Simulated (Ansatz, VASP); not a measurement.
# Mo3F in VASP and in Ansatz

```xyz
4
Lattice="2.7370 0.0000 0.0000 -0.9123 2.5805 0.0000 0.0000 0.0000 21.3082" Properties=species:S:1:pos:R:3 pbc="T T T"
Mo    0.9123    1.2902    4.0000
Mo    0.0000    0.0000    6.1542
Mo    0.9123    1.2902    8.3082
F     0.9123    1.2902   11.4782
```

Alike in both runs: task single point; functional PBE; k mesh 10 × 10 × 1; occupations gaussian, width 0.1 eV; collinear spin.

|  | VASP | Ansatz |
| --- | --- | --- |
| version | VASP 6.6.1 | Ansatz 0.2.0 |
| potentials or method | VASP PAW PBE potentials, release 64 (Mo_sv, F), cutoff 520 eV | scalar-relativistic, plane waves, PAW |
| valence electrons in the cell | 49 | 49 |

|  | VASP | Ansatz | Ansatz less VASP |
| --- | --- | --- | --- |
| gap on the k mesh at the Fermi level (eV) | none | none | - |
| rms of the force components (eV/Å) | 0.445 | 0.441 | -0.0042 |
| net moment per atom (μB) | 0.18 | 0.18 | 0.000 |
| size of the moment on the site where the two differ most (μB) | 0.64 | 0.71 | +0.074 |

Site moments also hang on the region over which each program counts them. Atom by atom the forces differ by 0.010 eV/Å (rms over components). A gap of «none» marks a metal or a gap that the smearing closes.
